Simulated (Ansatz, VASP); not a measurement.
## Li2O in VASP and in Ansatz

```
CELL_PARAMETERS angstrom
0.00000 2.30500 2.30500
2.30500 0.00000 2.30500
2.30500 2.30500 0.00000
ATOMIC_POSITIONS crystal
Li 0.25000 0.25000 0.25000
Li 0.75000 0.75000 0.75000
O 0.00000 0.00000 0.00000
```

Alike in both runs: task single point; functional revPBE; k mesh 8 × 8 × 8; no spin polarisation.

|  | VASP | Ansatz |
| --- | --- | --- |
| version | VASP 6.6.1 | Ansatz 0.2.0 |
| potentials or method | VASP PAW PBE potentials, release 64 (Li_sv, O), cutoff 750 eV | plane waves, PAW |
| occupations | gaussian, width 0.01 eV | fixed |
| valence electrons in the cell | 12 | 12 |

```tsv
	VASP	Ansatz	Ansatz less VASP
pressure (GPa)	3.6	3.9	+0.31
```

VASP's potentials were made for PBE, not for revPBE.
